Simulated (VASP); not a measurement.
# TaF3 (Pm-3m) in VASP: settings compared

The runs below take TaF3 through single point, relaxation of cell and atoms, with r2SCAN, r2SCAN+U.

All numbers are computed with VASP 6.6.1; they aren't measurements. Logs are shortened: lines on timing, memory, paths and dates and some standing lists are left out, and cuts for length are marked.

## 1. The cell of the first run

The structure is cubic, space group Pm-3m (No. 221). Conventional cell: a = 4.091 Å, b = 4.091 Å, c = 4.091 Å, α = 90.00°, β = 90.00°, γ = 90.00°. Within 2.7 Å of Ta (site symmetry m-3m) lie 6 F at 2.05 Å. F (site symmetry 4/mmm) has 2 Ta at 2.05 Å within 2.7 Å.

## 2. Single point, r2SCAN

The input, POSCAR:

```
TaF3
1.0
    4.0912940724      0.0000000000      0.0000000000
    0.0000000000      4.0912940724      0.0000000000
    0.0000000000      0.0000000000      4.0912940724
Ta F
1 3
Direct
    0.0000000000      0.0000000000      0.0000000000
    0.5000000000      0.0000000000      0.0000000000
    0.0000000000      0.5000000000      0.0000000000
    0.0000000000      0.0000000000      0.5000000000
```

The input, INCAR.step1:

```
SYSTEM = TaF3
PREC = Accurate ; ENCUT = 520
ISMEAR = -1 ; SIGMA = 0.1
LREAL = .False. ; LASPH = .True.
NELM = 60 ; NBANDS = 24
GGA = PE ; ALGO = Normal
EDIFF = 1E-4 ; LWAVE = .True.
LCHARG = .False.
```

The input, INCAR.step2:

```
SYSTEM = TaF3
PREC = Accurate ; ENCUT = 520
EDIFF = 1E-7 ; ISMEAR = -1
SIGMA = 0.1 ; LREAL = .False.
LASPH = .True. ; NELM = 60
ALGO = Normal ; ISIF = 2
LWAVE = .False. ; LCHARG = .True.
METAGGA = R2SCAN ; LMIXTAU = .True.
LELF = .True. ; LVHAR = .True.
NBANDS = 24 ; ISTART = 1
```

The input, KPOINTS:

```
regular mesh
0
Gamma
  5 5 5
  0 0 0
```

Potentials or basis: VASP PAW PBE potentials, release 64 (Ta_pv, F).

Started as:

```bash
$ cat potpaw_PBE.64/Ta_pv/POTCAR potpaw_PBE.64/F/POTCAR > POTCAR
$ cp INCAR.step1 INCAR
$ mpirun -np 1 vasp_std > vasp.out
$ cp INCAR.step2 INCAR
$ mpirun -np 1 vasp_std > vasp.out
```

OUTCAR:

```text
SYSTEM = TaF3
   PREC = Accurate
   ENCUT = 520
   EDIFF = 1E-7
   ISMEAR = -1
   LREAL = .False.
   LASPH = .True.
   NELM = 60
   ISIF = 2
   METAGGA = R2SCAN
   ISTART = 1

 ion  position               nearest neighbor table
   1  0.000  0.000  0.000-   2 2.05   3 2.05   4 2.05   4 2.05   3 2.05   2 2.05
   2  0.500  0.000  0.000-   1 2.05   1 2.05
   3  0.000  0.500  0.000-   1 2.05   1 2.05
   4  0.000  0.000  0.500-   1 2.05   1 2.05

  LATTYP: Found a simple cubic cell.
 ALAT       =     4.0912940724

  Lattice vectors:

 A1 = (   4.0912940724,   0.0000000000,   0.0000000000)
 A2 = (   0.0000000000,   4.0912940724,   0.0000000000)
 A3 = (   0.0000000000,   0.0000000000,   4.0912940724)

Analysis of symmetry for initial positions (statically):
=====================================================================
 Subroutine PRICEL returns:
 Original cell was already a primitive cell.

 Routine SETGRP: Setting up the symmetry group for a
 simple cubic supercell.

 Subroutine GETGRP returns: Found 48 space group operations
 (whereof 48 operations were pure point group operations)
 out of a pool of 48 trial point group operations.

The static configuration has the point symmetry O_h .

Analysis of symmetry for dynamics (positions and initial velocities):
=====================================================================
 Subroutine PRICEL returns:
 Original cell was already a primitive cell.

 Routine SETGRP: Setting up the symmetry group for a
 simple cubic supercell.

 Subroutine GETGRP returns: Found 48 space group operations
 (whereof 48 operations were pure point group operations)
 out of a pool of 48 trial point group operations.

The dynamic configuration has the point symmetry O_h .

 Subroutine INISYM returns: Found 48 space group operations
 (whereof 48 operations are pure point group operations),
 and found     1 'primitive' translations

----------------------------------------------------------------------------------------

                                     Primitive cell

  volume of cell :      68.4829

  direct lattice vectors                    reciprocal lattice vectors
     4.091294072  0.000000000  0.000000000     0.244421443  0.000000000  0.000000000
     0.000000000  4.091294072  0.000000000     0.000000000  0.244421443  0.000000000
     0.000000000  0.000000000  4.091294072     0.000000000  0.000000000  0.244421443

  length of vectors
     4.091294072  4.091294072  4.091294072     0.244421443  0.244421443  0.244421443

  position of ions in fractional coordinates (direct lattice)
     0.000000000  0.000000000  0.000000000
     0.500000000  0.000000000  0.000000000
     0.000000000  0.500000000  0.000000000
     0.000000000  0.000000000  0.500000000

  ion indices of the primitive-cell ions
   primitive index   ion index
                 1           1
                 2           2
                 3           3
                 4           4

----------------------------------------------------------------------------------------

 KPOINTS: regular mesh

Automatic generation of k-mesh.
 Grid dimensions read from file:
 generate k-points for:    5    5    5

 Generating k-lattice:

  Cartesian coordinates                     Fractional coordinates (reciprocal lattice)
     0.048884289  0.000000000  0.000000000     0.200000000  0.000000000  0.000000000
     0.000000000  0.048884289  0.000000000     0.000000000  0.200000000  0.000000000
     0.000000000  0.000000000  0.048884289     0.000000000  0.000000000  0.200000000

  Length of vectors
     0.048884289  0.048884289  0.048884289

  Shift w.r.t. Gamma in fractional coordinates (k-lattice)
     0.000000000  0.000000000  0.000000000

 Subroutine IBZKPT returns following result:
 ===========================================

 Found     10 irreducible k-points:

 Following reciprocal coordinates:
            Coordinates               Weight
  0.000000  0.000000  0.000000      1.000000
  0.200000  0.000000  0.000000      6.000000
  0.400000  0.000000  0.000000      6.000000
  0.200000  0.200000  0.000000     12.000000
  0.400000  0.200000  0.000000     24.000000
  0.400000  0.400000  0.000000     12.000000
  0.200000  0.200000  0.200000      8.000000
  0.400000  0.200000  0.200000     24.000000
  0.400000  0.400000  0.200000     24.000000
  0.400000  0.400000  0.400000      8.000000
   k-points           NKPTS =     10   k-points in BZ     NKDIM =     10   number of bands    NBANDS=     24
   number of dos      NEDOS =    301   number of ions     NIONS =      4
   total plane-waves  NPLWV =  27000
   dimension x,y,z NGX =    30 NGY =   30 NGZ =   30
   dimension x,y,z NGXF=    60 NGYF=   60 NGZF=   60
   ions per type =               1   3
   NGX,Y,Z   is equivalent  to a cutoff of  12.19, 12.19, 12.19 a.u.
   NGXF,Y,Z  is equivalent  to a cutoff of  24.38, 24.38, 24.38 a.u.
 SYSTEM =  TaF3
   PREC   = accura    normal or accurate (medium, high low for compatibility)
   ISTART =      1    job   : 0-new  1-cont  2-samecut
   ICHARG =      0    charge: 1-file 2-atom 10-const
   ISPIN  =      1    spin polarized calculation?
   LNONCOLLINEAR =      F non collinear calculations
   LSORBIT =      F    spin-orbit coupling
   LASPH  =      T    aspherical Exc in radial PAW
   ENCUT  =  520.0 eV  38.22 Ry    6.18 a.u.   7.61  7.61  7.61*2*pi/ulx,y,z
   NELM   =     60;   NELMIN=  2; NELMDL=  0     # of ELM steps
   EDIFF  = 0.1E-06   stopping-criterion for ELM
   LREAL  =      F    real-space projection
   EDIFFG = 0.1E-05   stopping-criterion for IOM
   NSW    =      0    number of steps for IOM
   IBRION =     -1    ionic relax: 0-MD 1-quasi-New 2-CG
   NFREE  =      0    steps in history (QN), initial steepest desc. (CG)
   ISIF   =      2    stress and relaxation
   ISYM   =      2    0-nonsym 1-usesym 2-fastsym
   POTIM  = 0.5000    time-step for ionic-motion
   TEBEG  =    0.0;   TEEND  =   0.0 temperature during run
   PSTRESS=    0.0 pullay stress
   NELECT =      32.0000    total number of electrons
   NUPDOWN=      -1.0000    fix difference up-down
   EMIN   =  10.00;   EMAX   =-10.00  energy-range for DOS
   EFERMI =   0.00;   METHOD = LEGACY
   ISMEAR =    -1;   SIGMA  =   0.10  broadening in eV -4-tet -1-fermi 0-gaus
   EFERMI_NEDOS =   21; number of points for ismear=-14 and -15
   IALGO  =     38    algorithm
   IMIX   =      4    mixing-type and parameters
     AMIX     =   0.40;   BMIX     =  1.00
     AMIX_MAG =   1.60;   BMIX_MAG =  1.00
  volume/ion in A,a.u.               =      17.12       115.54
  Fermi-wavevector in a.u.,A,eV,Ry     =   1.270372  2.400654 21.957682  1.613844
  Thomas-Fermi vector in A             =   2.403363
   LORBIT       =      0    0 simple, 1 ext, 2 COOP (PROOUT), +10 PAW based schemes
   METAGGA = R2SCAN    functional components
   LHFCALC =     F    Hartree Fock is set to
   AEXX    =    0.0000 exact exchange contribution
   IVDW    =     0    specifies the selected vdW correction
   LEPSILON=     F    determine dielectric tensor
   LRPA    =     F    only Hartree local field effects (RPA)
 non-spin polarized calculation
  energy-cutoff  :      520.00
  volume of cell :       68.48
 maximum number of plane-waves:      1861
   NGX = 15   NGY = 15   NGZ = 15

 number of electron      31.9999984 magnetization

 Free energy of the ion-electron system (eV)
  ---------------------------------------------------
  ext. energy  EPLUGINS =         0.00000000
  ---------------------------------------------------
  free energy    TOTEN  =       -68.17315163 eV

  energy without entropy =      -68.07228119  energy(sigma->0) =      -68.12271641

 E-fermi :   3.4457     XC(G=0):  -8.8658

 val. band max:        3.3773142528   @ k =   0.4000   0.2000   0.2000
 cond. band min:       3.4516093513   @ k =   0.0000   0.0000   0.0000
 fundamental gap:      0.0742950985
 Fermi energy:         3.4456523833

 k-point     1 :       0.0000    0.0000    0.0000
  band No.  band energies     occupation
      1     -34.8003      2.00000
      2     -34.8003      2.00000
      3     -34.8003      2.00000
      4     -26.0503      2.00000
      5     -25.7811      2.00000
      6     -25.7811      2.00000
[... 16 lines left out ...]
     23      12.4447      0.00000
     24      12.4447      0.00000

 k-point     2 :       0.2000    0.0000    0.0000
  band No.  band energies     occupation
      1     -34.8736      2.00000
      2     -34.7993      2.00000
      3     -34.7993      2.00000
      4     -25.9893      2.00000
      5     -25.7798      2.00000
      6     -25.5953      2.00000
[... 16 lines left out ...]
     23      12.1739      0.00000
     24      12.5097      0.00000

 k-point     3 :       0.4000    0.0000    0.0000
  band No.  band energies     occupation
      1     -34.9873      2.00000
      2     -34.7978      2.00000
      3     -34.7978      2.00000
      4     -25.9594      2.00000
      5     -25.7773      2.00000
      6     -25.2136      2.00000
[... 16 lines left out ...]
     23      12.4625      0.00000
     24      13.1675      0.00000

 k-point     4 :       0.2000    0.2000    0.0000
  band No.  band energies     occupation
      1     -34.8729      2.00000
      2     -34.8723      2.00000
      3     -34.7984      2.00000
      4     -25.9153      2.00000
      5     -25.6375      2.00000
      6     -25.5636      2.00000
[... 16 lines left out ...]
     23      10.5195      0.00000
     24      12.4638      0.00000

 k-point     5 :       0.4000    0.2000    0.0000
  band No.  band energies     occupation
      1     -34.9862      2.00000
      2     -34.8710      2.00000
      3     -34.7968      2.00000
      4     -25.8883      2.00000
      5     -25.6019      2.00000
      6     -25.2124      2.00000
[... 73 lines left out ...]
 k-point     8 :       0.4000    0.2000    0.2000
  band No.  band energies     occupation
      1     -34.9852      2.00000
      2     -34.8703      2.00000
      3     -34.8697      2.00000
      4     -25.6830      2.00000
      5     -25.5602      2.00000
      6     -25.2109      2.00000
[... 16 lines left out ...]
     23      11.2035      0.00000
     24      11.8696      0.00000

 k-point     9 :       0.4000    0.4000    0.2000
  band No.  band energies     occupation
      1     -34.9836      2.00000
      2     -34.9833      2.00000
      3     -34.8683      2.00000
      4     -25.6208      2.00000
      5     -25.2175      2.00000
      6     -25.2017      2.00000
[... 16 lines left out ...]
     23       9.7850      0.00000
     24      11.4500      0.00000

 k-point    10 :       0.4000    0.4000    0.4000
  band No.  band energies     occupation
      1     -34.9820      2.00000
      2     -34.9816      2.00000
      3     -34.9816      2.00000
      4     -25.2278      2.00000
      5     -25.1999      2.00000
      6     -25.1999      2.00000
[... 16 lines left out ...]
     23      10.7476      0.00000
     24      10.7476      0.00000

------------------------ aborting loop because EDIFF is reached ----------------------------------------

  FORCE on cell =-STRESS in cart. coord.  units (eV):
  Direction    XX          YY          ZZ          XY          YZ          ZX
  --------------------------------------------------------------------------------------
  -------------------------------------------------------------------------------------
  Total        0.1472268      0.1472268      0.1472268     -0.0000000      0.0000000     -0.0000000
  in kB        3.4444135      3.4444135      3.4444135     -0.0000000      0.0000000     -0.0000000
  external PRESSURE =       3.4444135 kB  Pullay stress =       0.0000000 kB

 VOLUME and BASIS-vectors are now :
 -----------------------------------------------------------------------------
  energy-cutoff  :      520.00
  volume of cell :       68.48
      direct lattice vectors                 reciprocal lattice vectors
     4.091294072  0.000000000  0.000000000     0.244421443  0.000000000  0.000000000
     0.000000000  4.091294072  0.000000000     0.000000000  0.244421443  0.000000000
     0.000000000  0.000000000  4.091294072     0.000000000  0.000000000  0.244421443

 POSITION                                       TOTAL-FORCE (eV/Angst)
 -----------------------------------------------------------------------------------
      0.00000      0.00000      0.00000         0.000000      0.000000      0.000000
      2.04565      0.00000      0.00000         0.000000      0.000000      0.000000
      0.00000      2.04565      0.00000         0.000000      0.000000      0.000000
      0.00000      0.00000      2.04565         0.000000      0.000000      0.000000
 -----------------------------------------------------------------------------------
    total drift:                                0.000000      0.000000      0.000000

  FREE ENERGIE OF THE ION-ELECTRON SYSTEM (eV)
  ---------------------------------------------------
  free  energy   TOTEN  =       -68.1731516283 eV

  energy  without entropy=      -68.0722811875  energy(sigma->0) =      -68.12271641
```

Run time: 50 s. Hardware: 1 thread of Intel Xeon Platinum 8488C (Sapphire Rapids), shared host; peak memory 0.17 GiB.

Results:

```yaml
Free_energy: -68.1732 eV
Pressure: 0.3 GPa
Band_gap_on_the_k_mesh: zero (band 16 reaches 4.58 eV, above the bottom of band 17 at 2.52 eV)
```

Caveat: the PAW data sets were made with another functional, which shifts forces and pressure a little; spin-orbit coupling is left out, which moves the levels of the heavy elements.

## 3. Single point, r2SCAN

The input, POSCAR:

```
TaF3
1.0
    4.0894673138      0.0000000000      0.0000000000
    0.0000000000      4.0894673138      0.0000000000
    0.0000000000      0.0000000000      4.0894673138
Ta F
1 3
Direct
    0.0000000000      0.0000000000      0.0000000000
    0.5000000000      0.0000000000      0.0000000000
    0.0000000000      0.5000000000      0.0000000000
    0.0000000000      0.0000000000      0.5000000000
```

The input, INCAR.step1:

```
PREC     = Accurate       # precision mode
ENCUT    = 520            # plane-wave cutoff, eV
ISMEAR   = 1              # smearing method
SIGMA    = 0.025          # smearing width, eV
LREAL    = False          # projectors in reciprocal space
LASPH    = True           # aspherical terms in the spheres
NELM     = 60             # most SCF steps
NBANDS   = 24             # bands
GGA      = PE             # functional
ALGO     = Normal         # electronic algorithm
EDIFF    = 1E-4           # SCF threshold, eV
LWAVE    = True           # write WAVECAR
LCHARG   = False          # write CHGCAR
```

The input, INCAR.step2:

```
PREC     = Accurate       # precision mode
ENCUT    = 520            # plane-wave cutoff, eV
EDIFF    = 1E-6           # SCF threshold, eV
ISMEAR   = 1              # smearing method
SIGMA    = 0.025          # smearing width, eV
LREAL    = False          # projectors in reciprocal space
LASPH    = True           # aspherical terms in the spheres
NELM     = 60             # most SCF steps
ALGO     = Normal         # electronic algorithm
ISIF     = 2              # what is computed and relaxed
LWAVE    = False          # write WAVECAR
LCHARG   = False          # write CHGCAR
METAGGA  = R2SCAN         # meta-GGA
LMIXTAU  = True         
NBANDS   = 24             # bands
ISTART   = 1
```

The input, KPOINTS:

```
regular mesh
0
Gamma
  5 5 5
```

Potentials or basis: VASP PAW PBE potentials, release 64 (Ta_pv, F).

Started as:

```bash
$ cat potpaw_PBE.64/Ta_pv/POTCAR potpaw_PBE.64/F/POTCAR > POTCAR
$ cp INCAR.step1 INCAR
$ mpirun -np 1 vasp_std > vasp.out
$ cp INCAR.step2 INCAR
$ mpirun -np 1 vasp_std > vasp.out
```

Wall time 47 s (1 thread of Intel Xeon Platinum 8488C (Sapphire Rapids), shared host); peak memory 0.17 GiB.

It converged, with:

```yaml
Free_energy: -68.1169 eV
Pressure: 0.4 GPa
Band_gap_on_the_k_mesh: zero (band 16 reaches 4.61 eV, above the bottom of band 17 at 2.55 eV)
```

Levels at points of the mesh, in eV from the Fermi level:
```tsv
k point	band 13	band 14	band 15	band 16	band 17	band 18	band 19	band 20
(0.00, 0.00, 0.00)	-8.72	-8.72	-8.72	-0.86	-0.86	-0.86	0.07	2.25
```

Caveat: the PAW data sets were made with another functional, which shifts forces and pressure a little; spin-orbit coupling is left out, which moves the levels of the heavy elements.

[end of part 1 of 2]
